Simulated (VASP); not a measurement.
Input of a VASP 6.6.1 run:

INCAR

```
SYSTEM = ZnS
PREC     = Accurate       ! precision mode
ENCUT    = 500            ! plane-wave cutoff, eV
EDIFF    = 1E-6           ! SCF threshold, eV
ISMEAR   = 0              ! smearing method
SIGMA    = 0.01           ! smearing width, eV
LREAL    = .False.        ! projectors in reciprocal space
LASPH    = .True.         ! aspherical terms in the spheres
NELM     = 120            ! most SCF steps
ALGO     = Normal         ! electronic algorithm
ISIF     = 2              ! what is computed and relaxed
LWAVE    = .False.        ! write WAVECAR
LCHARG   = .False.        ! write CHGCAR
GGA      = RE             ! functional
NBANDS   = 16             ! bands
GGA_COMPAT= .False.
```

File KPOINTS:

```
Automatic mesh
0
Gamma
  5 5 5
  0 0 0
```

Contents of POSCAR:

```
ZnS
1.0
    0.0000000000      2.7020000000      2.7020000000
    2.7020000000      0.0000000000      2.7020000000
    2.7020000000      2.7020000000      0.0000000000
Zn S
1 1
Direct
    0.2500000000      0.2500000000      0.2500000000
    0.0000000000      0.0000000000      0.0000000000
```

Potentials or basis: VASP PAW PBE potentials, release 64 (Zn, S).

Run with:

```sh
$ cat potpaw_PBE.64/Zn/POTCAR potpaw_PBE.64/S/POTCAR > POTCAR
$ mpirun -np 1 vasp_std > vasp.out
```

(1) Estimate the band gap on the k mesh.

(2) Estimate the pressure.

Results:

(1) 2.23 eV, direct.

(2) 3.7 GPa.

Caveat: the PAW data sets were made with another functional, which shifts forces and pressure a little.
